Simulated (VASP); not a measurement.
# MoS2 in VASP: single point with PBEsol

Aim: the single point of MoS2 with PBEsol.

Everything below comes from runs of VASP 6.6.1. Logs are shortened: lines on timing, memory, paths and dates and some standing lists are left out, and cuts for length are marked.

## 1. The cell of the first run

The cell holds a sheet with vacuum, 3 atoms: a = 3.192 Å, b = 3.159 Å, c = 30.060 Å, α = 90.00°, β = 90.00°, γ = 120.34°.

## 2. Single point, PBEsol

Contents of INCAR:

```
PREC = Accurate ; ENCUT = 400
EDIFF = 1E-6 ; ISMEAR = 0
SIGMA = 0.02 ; LREAL = False
LASPH = True ; NELM = 120
ALGO = Normal ; ISIF = 2
LWAVE = False ; LCHARG = False
LDIPOL = True ; IDIPOL = 3
DIPOL = 0.5 0.5 0.351 ; GGA = PS
NBANDS = 20 ; GGA_COMPAT = False
NELMDL = -8
```

Contents of KPOINTS:

```
Automatic mesh
0
Gamma
  12 12 1
```

Contents of POSCAR:

```
MoS2
1.0
    3.1916000000      0.0000000000      0.0000000000
   -1.5958000000      2.7265147070      0.0000000000
    0.0000000000      0.0000000000     30.0600000012
S Mo
2 1
Direct
    0.6669359213      0.3338718427      0.2999579006
    0.6669359213      0.3338718427      0.4029695777
    0.3327948240      0.6655896480      0.3514637392
```

Potentials or basis: VASP PAW PBE potentials, release 64 (S, Mo_sv).

On the command line:

```
cat potpaw_PBE.64/S/POTCAR potpaw_PBE.64/Mo_sv/POTCAR > POTCAR
mpirun -np 1 vasp_std > vasp.out
```

OUTCAR:

```text
PREC = Accurate
   ENCUT = 400
   EDIFF = 1E-6
   ISMEAR = 0
   LREAL = False
   LASPH = True
   NELM = 120
   ISIF = 2
   GGA = PS
   NELMDL = -8

 ion  position               nearest neighbor table
   1  0.667  0.334  0.300-   3 2.39   3 2.40   3 2.40
   2  0.667  0.334  0.403-   3 2.39   3 2.40   3 2.40
   3  0.333  0.666  0.351-   2 2.39   1 2.39   2 2.40   2 2.40   1 2.40   1 2.40

  Warning from LATTYP: Monoclinic adjustment (A1->A3, A2->A1, A3->A2)!
  LATTYP: Found a base centered orthorhombic cell.
 ALAT       =     3.1916000000
 B/A-ratio  =     1.7085566531
 C/A-ratio  =     9.4184734933

  Lattice vectors:

 A1 = (   1.5958000000,  -2.7265147070,   0.0000000000)
 A2 = (   1.5958000000,   2.7265147070,   0.0000000000)
 A3 = (   0.0000000000,   0.0000000000,  30.0600000012)

Analysis of symmetry for initial positions (statically):
=====================================================================
 Subroutine PRICEL returns:
 Original cell was already a primitive cell.

 Routine SETGRP: Setting up the symmetry group for a
 base centered orthorhombic supercell.

 Subroutine GETGRP returns: Found  4 space group operations
 (whereof  2 operations were pure point group operations)
 out of a pool of  8 trial point group operations.

The static configuration has the point symmetry C_1h.
 The point group associated with its full space group is C_2v.

Analysis of symmetry for dynamics (positions and initial velocities):
=====================================================================
 Subroutine PRICEL returns:
 Original cell was already a primitive cell.

 Routine SETGRP: Setting up the symmetry group for a
 base centered orthorhombic supercell.

 Subroutine GETGRP returns: Found  4 space group operations
 (whereof  2 operations were pure point group operations)
 out of a pool of  8 trial point group operations.

The dynamic configuration has the point symmetry C_1h.
 The point group associated with its full space group is C_2v.

 Subroutine INISYM returns: Found  4 space group operations
 (whereof  2 operations are pure point group operations),
 and found     1 'primitive' translations

----------------------------------------------------------------------------------------

                                     Primitive cell

  volume of cell :     261.5804

  direct lattice vectors                    reciprocal lattice vectors
     3.191600000  0.000000000  0.000000000     0.313322471  0.183384303  0.000000000
    -1.595800000  2.726514707  0.000000000     0.000000000  0.366768607  0.000000000
     0.000000000  0.000000000 30.060000001     0.000000000  0.000000000  0.033266800

  length of vectors
     3.191600000  3.159186618 30.060000001     0.363043763  0.366768607  0.033266800

  position of ions in fractional coordinates (direct lattice)
     0.666935921  0.333871843  0.299957901
     0.666935921  0.333871843  0.402969578
     0.332794824  0.665589648  0.351463739

  ion indices of the primitive-cell ions
   primitive index   ion index
                 1           1
                 2           2
                 3           3

----------------------------------------------------------------------------------------

 KPOINTS: Automatic mesh

Automatic generation of k-mesh.
 Grid dimensions read from file:
 generate k-points for:   12   12    1

 Generating k-lattice:

  Cartesian coordinates                     Fractional coordinates (reciprocal lattice)
     0.026110206  0.015282025  0.000000000     0.083333333 -0.000000000  0.000000000
     0.000000000  0.030564051  0.000000000     0.000000000  0.083333333  0.000000000
     0.000000000  0.000000000  0.033266800     0.000000000  0.000000000  1.000000000

  Length of vectors
     0.030253647  0.030564051  0.033266800

  Shift w.r.t. Gamma in fractional coordinates (k-lattice)
     0.000000000  0.000000000  0.000000000

 Subroutine IBZKPT returns following result:
 ===========================================

 Found     43 irreducible k-points:

 Following reciprocal coordinates:
            Coordinates               Weight
  0.000000  0.000000  0.000000      1.000000
  0.083333 -0.000000  0.000000      4.000000
  0.166667  0.000000  0.000000      4.000000
  0.250000  0.000000  0.000000      4.000000
  0.333333  0.000000  0.000000      4.000000
  0.416667  0.000000  0.000000      4.000000
[... 16 lines left out ...]
  0.333333  0.166667  0.000000      4.000000
  0.416667  0.166667  0.000000      4.000000
 [... further k-points ...]
   k-points           NKPTS =     43   k-points in BZ     NKDIM =     43   number of bands    NBANDS=     20
   number of dos      NEDOS =    301   number of ions     NIONS =      3
   total plane-waves  NPLWV = 112896
   dimension x,y,z NGX =    24 NGY =   24 NGZ =  196
   dimension x,y,z NGXF=    48 NGYF=   48 NGZF=  392
   ions per type =               2   1
   NGX,Y,Z   is equivalent  to a cutoff of  12.50, 12.63, 10.84 a.u.
   NGXF,Y,Z  is equivalent  to a cutoff of  25.00, 25.26, 21.68 a.u.
 SYSTEM =  unknown system
   PREC   = accura    normal or accurate (medium, high low for compatibility)
   ISTART =      0    job   : 0-new  1-cont  2-samecut
   ICHARG =      2    charge: 1-file 2-atom 10-const
   ISPIN  =      1    spin polarized calculation?
   LNONCOLLINEAR =      F non collinear calculations
   LSORBIT =      F    spin-orbit coupling
   LASPH  =      T    aspherical Exc in radial PAW
   ENCUT  =  400.0 eV  29.40 Ry    5.42 a.u.   5.20  5.15 49.02*2*pi/ulx,y,z
   NELM   =    120;   NELMIN=  2; NELMDL= -8     # of ELM steps
   EDIFF  = 0.1E-05   stopping-criterion for ELM
   LREAL  =      F    real-space projection
   EDIFFG = 0.1E-04   stopping-criterion for IOM
   NSW    =      0    number of steps for IOM
   IBRION =     -1    ionic relax: 0-MD 1-quasi-New 2-CG
   NFREE  =      0    steps in history (QN), initial steepest desc. (CG)
   ISIF   =      2    stress and relaxation
   ISYM   =      2    0-nonsym 1-usesym 2-fastsym
   POTIM  = 0.5000    time-step for ionic-motion
   TEBEG  =    0.0;   TEEND  =   0.0 temperature during run
   PSTRESS=    0.0 pullay stress
   NELECT =      26.0000    total number of electrons
   NUPDOWN=      -1.0000    fix difference up-down
   EMIN   =  10.00;   EMAX   =-10.00  energy-range for DOS
   EFERMI =   0.00;   METHOD = LEGACY
   ISMEAR =     0;   SIGMA  =   0.02  broadening in eV -4-tet -1-fermi 0-gaus
   EFERMI_NEDOS =   21; number of points for ismear=-14 and -15
   IALGO  =     38    algorithm
   IMIX   =      4    mixing-type and parameters
     AMIX     =   0.40;   BMIX     =  1.00
     AMIX_MAG =   1.60;   BMIX_MAG =  1.00
  volume/ion in A,a.u.               =      87.19       588.41
  Fermi-wavevector in a.u.,A,eV,Ry     =   0.758340  1.433056  7.824440  0.575080
  Thomas-Fermi vector in A             =   1.856889
   LORBIT       =      0    0 simple, 1 ext, 2 COOP (PROOUT), +10 PAW based schemes
   GGA     = PS    functional components
   LHFCALC =     F    Hartree Fock is set to
   AEXX    =    0.0000 exact exchange contribution
   IVDW    =     0    specifies the selected vdW correction
   LEPSILON=     F    determine dielectric tensor
   LRPA    =     F    only Hartree local field effects (RPA)
 non-spin polarized calculation
 Gauss-broadening in eV      SIGMA  =   0.02
  energy-cutoff  :      400.00
  volume of cell :      261.58
 maximum number of plane-waves:      4815
 NGX is ok and might be reduce to    24
   NGX = 11   NGY = 11   NGZ = 99

 dipolmoment           0.000000      0.000000     -0.000006 electrons x Angstroem

 number of electron      26.0000000 magnetization

 dipolmoment           0.000000      0.000000      0.000005 electrons x Angstroem

 Free energy of the ion-electron system (eV)
  ---------------------------------------------------
  ext. energy  EPLUGINS =         0.00000000
  ---------------------------------------------------
  free energy    TOTEN  =       -23.41277507 eV

  energy without entropy =      -23.41277507  energy(sigma->0) =      -23.41277507

 E-fermi :  -3.2245     XC(G=0):  -2.5775

 val. band max:       -3.3373590820   @ k =   0.0000   0.0000   0.0000
 cond. band min:      -1.6830757654   @ k =   0.3333   0.3333   0.0000
 fundamental gap:      1.6542833166
 Fermi energy:        -3.2244983873

 k-point     1 :       0.0000    0.0000    0.0000
  band No.  band energies     occupation
      1     -64.0878      2.00000
      2     -38.2827      2.00000
      3     -38.0666      2.00000
      4     -38.0447      2.00000
      5     -17.5097      2.00000
      6     -16.1333      2.00000
[... 12 lines left out ...]
     19       2.3143      0.00000
     20       2.6432      0.00000

 k-point     2 :       0.0833   -0.0000    0.0000
  band No.  band energies     occupation
      1     -64.0851      2.00000
      2     -38.2774      2.00000
      3     -38.0903      2.00000
      4     -38.0539      2.00000
      5     -17.4047      2.00000
      6     -16.0922      2.00000
[... 12 lines left out ...]
     19       2.4502      0.00000
     20       2.7997      0.00000

 k-point     3 :       0.1667    0.0000    0.0000
  band No.  band energies     occupation
      1     -64.0779      2.00000
      2     -38.2629      2.00000
      3     -38.1618      2.00000
      4     -38.0720      2.00000
      5     -17.1060      2.00000
      6     -15.9753      2.00000
[... 12 lines left out ...]
     19       2.8478      0.00000
     20       3.2165      0.00000

 k-point     4 :       0.2500    0.0000    0.0000
  band No.  band energies     occupation
      1     -64.0680      2.00000
      2     -38.2601      2.00000
      3     -38.2432      2.00000
      4     -38.0946      2.00000
      5     -16.6639      2.00000
      6     -15.8040      2.00000
[... 429 lines left out ...]
 k-point    23 :       0.3333    0.1667    0.0000
  band No.  band energies     occupation
      1     -64.0475      2.00000
      2     -38.4056      2.00000
      3     -38.2025      2.00000
      4     -38.1936      2.00000
      5     -15.5970      2.00000
      6     -15.3757      2.00000
[... 12 lines left out ...]
     19       5.3373      0.00000
     20       5.3643      0.00000

 k-point    24 :       0.4167    0.1667    0.0000
  band No.  band energies     occupation
      1     -64.0455      2.00000
      2     -38.4205      2.00000
      3     -38.2034      2.00000
      4     -38.1984      2.00000
      5     -15.4595      2.00000
      6     -15.3256      2.00000
[... 12 lines left out ...]
     19       5.8540      0.00000
     20       5.8566      0.00000

 [... further k-points ...]

------------------------ aborting loop because EDIFF is reached ----------------------------------------

 vacuum level on the upper side and lower side of the slab       (xc-potential included)        -0.008        -0.008

  FORCE on cell =-STRESS in cart. coord.  units (eV):
  Direction    XX          YY          ZZ          XY          YZ          ZX
  --------------------------------------------------------------------------------------
  -------------------------------------------------------------------------------------
  Total       -1.2995815     -0.5614368     -0.0992833      0.0000000      0.0000000      0.0000000
  in kB       -7.9599224     -3.4387942     -0.6081089      0.0000000      0.0000000      0.0000000
  external PRESSURE =      -4.0022752 kB  Pullay stress =       0.0000000 kB

 VOLUME and BASIS-vectors are now :
 -----------------------------------------------------------------------------
  energy-cutoff  :      400.00
  volume of cell :      261.58
      direct lattice vectors                 reciprocal lattice vectors
     3.191600000  0.000000000  0.000000000     0.313322471  0.183384303  0.000000000
    -1.595800000  2.726514707  0.000000000     0.000000000  0.366768607  0.000000000
     0.000000000  0.000000000 30.060000001     0.000000000  0.000000000  0.033266800

 POSITION                                       TOTAL-FORCE (eV/Angst)
 -----------------------------------------------------------------------------------
      1.59580      0.91031      9.01673         0.000000      0.000435     -0.004497
      1.59580      0.91031     12.11327         0.000000      0.000435      0.004497
     -0.00000      1.81474     10.56500        -0.000000     -0.000870      0.000000
 -----------------------------------------------------------------------------------
    total drift:                                0.000000     -0.000023      0.000025

  FREE ENERGIE OF THE ION-ELECTRON SYSTEM (eV)
  ---------------------------------------------------
  free  energy   TOTEN  =       -23.4127750735 eV

  energy  without entropy=      -23.4127750735  energy(sigma->0) =      -23.41277507

 vacuum level on the upper side and lower side of the slab         2.592         2.592
```

Run time: 5.8 min. Hardware: 1 thread of AMD EPYC 7R43 (Zen 3), shared host; peak memory 0.34 GiB.

What came out:

| Item | Value |
| --- | --- |
| Free energy | -23.4128 eV |
| Largest force | 0.005 eV/Å |
| Band gap on the k mesh | 1.65 eV, indirect (least direct gap 1.70 eV) |

Forces in eV/Å, atoms in the order of the input:
```
S    0.000  0.000 -0.004
S    0.000  0.000  0.004
Mo   0.000 -0.001  0.000
```

Caveat: the PAW data sets were made with another functional, which shifts forces and pressure a little.
